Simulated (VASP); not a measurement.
# Ir (P6_3/mmc) in VASP: further runs, part 2 of 2

VASP 6.6.1. The steps go on from the part before.

**4. Single point, r2SCAN (strain +0.080 along x and y, +0.080 along z)**

Input file POSCAR:

```
Ir
1.0
    2.9714881261      0.0000000000      0.0000000000
   -1.4857440631      2.5733842043      0.0000000000
    0.0000000000      0.0000000000      4.8192732000
Ir
2
Direct
    0.6666666667      0.3333333333      0.7500000000
    0.3333333333      0.6666666667      0.2500000000
```

Input file INCAR.step1:

```
SYSTEM = Ir
PREC = Accurate
ENCUT = 520
ISMEAR = 0
SIGMA = 0.15
LREAL = .False.
LASPH = .True.
NELM = 60
NBANDS = 16
GGA = PE
ALGO = Normal
EDIFF = 1E-4
LWAVE = .True.
LCHARG = .False.
```

Input file INCAR.step2:

```
SYSTEM = Ir
PREC = Accurate
ENCUT = 520
EDIFF = 1E-7
ISMEAR = 0
SIGMA = 0.15
LREAL = .False.
LASPH = .True.
NELM = 60
ALGO = Normal
ISIF = 2
LWAVE = .False.
LCHARG = .False.
METAGGA = R2SCAN
LMIXTAU = .True.
NBANDS = 16
ISTART = 1
```

Input file KPOINTS:

```
regular mesh
0
Gamma
  18 18 12
  0 0 0
```

On the command line:

```sh
$ cat potpaw_PBE.64/Ir/POTCAR > POTCAR
$ cp INCAR.step1 INCAR
$ mpirun -np 1 vasp_std > vasp.out
$ cp INCAR.step2 INCAR
$ mpirun -np 1 vasp_std > vasp.out
```

Wall time 7.8 min (1 thread of Intel Xeon 8259CL, shared host); peak memory 0.26 GiB.

The run converged. Its results:

- Free energy: -102.9712 eV
- Pressure: -48.3 GPa
- Band gap on the k mesh: zero (bands 9 and 10 overlap by 2.21 eV)

Stress tensor (GPa, compression positive):
```
-47.96   0.00   0.00
  0.00 -47.96   0.00
  0.00   0.00 -48.99
```

Levels at points of the mesh, in eV from the Fermi level:
```
           k point  band 6  band 7  band 8  band 9  band 10  band 11  band 12  band 13
(0.00, 0.00, 0.00)   -2.19   -2.19   -1.66   -1.66     0.05     0.17     0.17     5.24
(0.50, 0.00, 0.00)   -2.31   -2.05    0.43    0.58     0.70     2.26     3.39     7.26
(0.00, 0.00, 0.50)   -2.72   -2.72   -2.72   -0.37    -0.37    -0.37    -0.37    12.94
(0.50, 0.00, 0.50)   -1.45   -0.44   -0.44    0.60     0.60     1.82     1.82     5.87
```

Caveat: the cell differs from its parent crystal (strain +0.080 along x and y, +0.080 along z); the cell stands under tension; the PAW data sets were made with another functional, which shifts forces and pressure a little; spin-orbit coupling is left out, which moves the levels of the heavy elements.

**5. Single point, r2SCAN (strain -0.080 along x and y, -0.080 along z)**

Input file POSCAR:

```
Ir
1.0
    2.5312676630      0.0000000000      0.0000000000
   -1.2656338315      2.1921420999      0.0000000000
    0.0000000000      0.0000000000      4.1053068000
Ir
2
Direct
    0.6666666667      0.3333333333      0.7500000000
    0.3333333333      0.6666666667      0.2500000000
```

Input file INCAR.step1:

```
SYSTEM = Ir
PREC     = Accurate       ! precision mode
ENCUT    = 550            ! plane-wave cutoff, eV
ISMEAR   = 0              ! smearing method
SIGMA    = 0.15           ! smearing width, eV
LREAL    = .False.        ! projectors in reciprocal space
LASPH    = .True.         ! aspherical terms in the spheres
NELM     = 120            ! most SCF steps
NBANDS   = 24             ! bands
GGA      = PE             ! functional
ALGO     = Normal         ! electronic algorithm
EDIFF    = 1E-5           ! SCF threshold, eV
LWAVE    = .True.         ! write WAVECAR
LCHARG   = .False.        ! write CHGCAR
GGA_COMPAT= .False.
```

Input file INCAR.step2:

```
SYSTEM = Ir
PREC     = Accurate       ! precision mode
ENCUT    = 550            ! plane-wave cutoff, eV
EDIFF    = 1E-6           ! SCF threshold, eV
ISMEAR   = 0              ! smearing method
SIGMA    = 0.15           ! smearing width, eV
LREAL    = .False.        ! projectors in reciprocal space
LASPH    = .True.         ! aspherical terms in the spheres
NELM     = 120            ! most SCF steps
ALGO     = Normal         ! electronic algorithm
ISIF     = 2              ! what is computed and relaxed
LWAVE    = .False.        ! write WAVECAR
LCHARG   = .False.        ! write CHGCAR
METAGGA  = R2SCAN         ! meta-GGA
LMIXTAU  = .True.       
NBANDS   = 24             ! bands
ISTART   = 1            
GGA_COMPAT= .False.
```

KPOINTS is that of step 4.

Potentials or basis: VASP PAW PBE potentials, release 64 (Ir_sv_GW).

On the command line:

```sh
$ cat potpaw_PBE.64/Ir_sv_GW/POTCAR > POTCAR
$ cp INCAR.step1 INCAR
$ mpirun -np 1 vasp_std > vasp.out
$ cp INCAR.step2 INCAR
$ mpirun -np 1 vasp_std > vasp.out
```

OUTCAR:

```text
SYSTEM = Ir
   PREC = Accurate
   ENCUT = 550
   EDIFF = 1E-6
   ISMEAR = 0
   LREAL = .False.
   LASPH = .True.
   NELM = 120
   ISIF = 2
   METAGGA = R2SCAN
   ISTART = 1

 ion  position               nearest neighbor table
   1  0.667  0.333  0.750-   2 2.52   2 2.52   2 2.52   2 2.52   2 2.52   2 2.52
   2  0.333  0.667  0.250-   1 2.52   1 2.52   1 2.52   1 2.52   1 2.52   1 2.52

  LATTYP: Found a hexagonal cell.
 ALAT       =     2.5312676630
 C/A-ratio  =     1.6218382829

  Lattice vectors:

[... 838 lines left out ...]
------------------------ aborting loop because EDIFF is reached ----------------------------------------

  FORCE on cell =-STRESS in cart. coord.  units (eV):
  Direction    XX          YY          ZZ          XY          YZ          ZX
  --------------------------------------------------------------------------------------
  -------------------------------------------------------------------------------------
  Total       20.3751155     20.3751155     20.8080092     -0.0000000      0.0000000      0.0000000
  in kB     1433.0398594   1433.0398594   1463.4865011     -0.0000000      0.0000000      0.0000000
  external PRESSURE =    1443.1887400 kB  Pullay stress =       0.0000000 kB

 VOLUME and BASIS-vectors are now :
 -----------------------------------------------------------------------------
  energy-cutoff  :      550.00
  volume of cell :       22.78
      direct lattice vectors                 reciprocal lattice vectors
     2.531267663  0.000000000  0.000000000     0.395058972  0.228087404  0.000000000
    -1.265633831  2.192142100  0.000000000     0.000000000  0.456174807  0.000000000
     0.000000000  0.000000000  4.105306800     0.000000000  0.000000000  0.243587154

 POSITION                                       TOTAL-FORCE (eV/Angst)
 -----------------------------------------------------------------------------------
      1.26563      0.73071      3.07898         0.000000     -0.000000      0.000000
     -0.00000      1.46143      1.02633        -0.000000      0.000000      0.000000
 -----------------------------------------------------------------------------------
    total drift:                               -0.000000      0.000000     -0.000000

  FREE ENERGIE OF THE ION-ELECTRON SYSTEM (eV)
  ---------------------------------------------------
  free  energy   TOTEN  =      -103.5364855990 eV

  energy  without entropy=     -103.5210793901  energy(sigma->0) =     -103.52878249
```

OUTCAR.step1:

```text
SYSTEM = Ir
   PREC = Accurate
   ENCUT = 550
   ISMEAR = 0
   LREAL = .False.
   LASPH = .True.
[... 873 lines left out ...]
      1.26563      0.73071      3.07898         0.000000      0.000000      0.000000
     -0.00000      1.46143      1.02633        -0.000000      0.000000      0.000000
 -----------------------------------------------------------------------------------
    total drift:                               -0.000000      0.000000     -0.000000

  FREE ENERGIE OF THE ION-ELECTRON SYSTEM (eV)
  ---------------------------------------------------
  free  energy   TOTEN  =       -16.2747838801 eV

  energy  without entropy=      -16.2589038884  energy(sigma->0) =      -16.26684388
```

Run time: 12 min. Hardware: 1 thread of Intel Xeon Platinum 8259CL at 2.50GHz (Skylake/Cascade Lake), shared host; peak memory 0.25 GiB.

What came out:

| Property | Result |
| --- | --- |
| Free energy | -103.5365 eV |
| Pressure | 144.3 GPa |
| Band gap on the k mesh | zero (bands 17 and 18 overlap by 4.97 eV) |

Caveat: the cell differs from its parent crystal (strain -0.080 along x and y, -0.080 along z); the cell stands under pressure; the PAW data sets were made with another functional, which shifts forces and pressure a little; spin-orbit coupling is left out, which moves the levels of the heavy elements.

**6. The runs side by side**

```csv
potentials or basis,cell,cutoff (eV),gap on the mesh (eV),pressure (GPa)
"VASP PAW PBE potentials, release 64 (Ir)","a = 2.861, b = 2.861, c = 4.819 Å, angles 90.0, 90.0, 120.0°, 2 atoms",520,none,-40.9
"VASP PAW PBE potentials, release 64 (Ir)","a = 2.971, b = 2.971, c = 4.641 Å, angles 90.0, 90.0, 120.0°, 2 atoms",520,none,-44.9
"VASP PAW PBE potentials, release 64 (Ir)","a = 2.971, b = 2.971, c = 4.819 Å, angles 90.0, 90.0, 120.0°, 2 atoms",520,none,-48.3
"VASP PAW PBE potentials, release 64 (Ir_sv_GW)","a = 2.531, b = 2.531, c = 4.105 Å, angles 90.0, 90.0, 120.0°, 2 atoms",550,none,144.3
```

Alike in all rows: task single point; level r2SCAN; no spin polarisation; k mesh 18 × 18 × 12; smearing gaussian 0.15 eV.

Caveats: the PAW data sets were made with another functional, which shifts forces and pressure a little; spin-orbit coupling is left out, which moves the levels of the heavy elements; the cell stands under tension (at least some runs); the cell stands under pressure (at least some runs).

Total energies depend on the potentials used, so only differences within one code and one set of settings carry meaning.
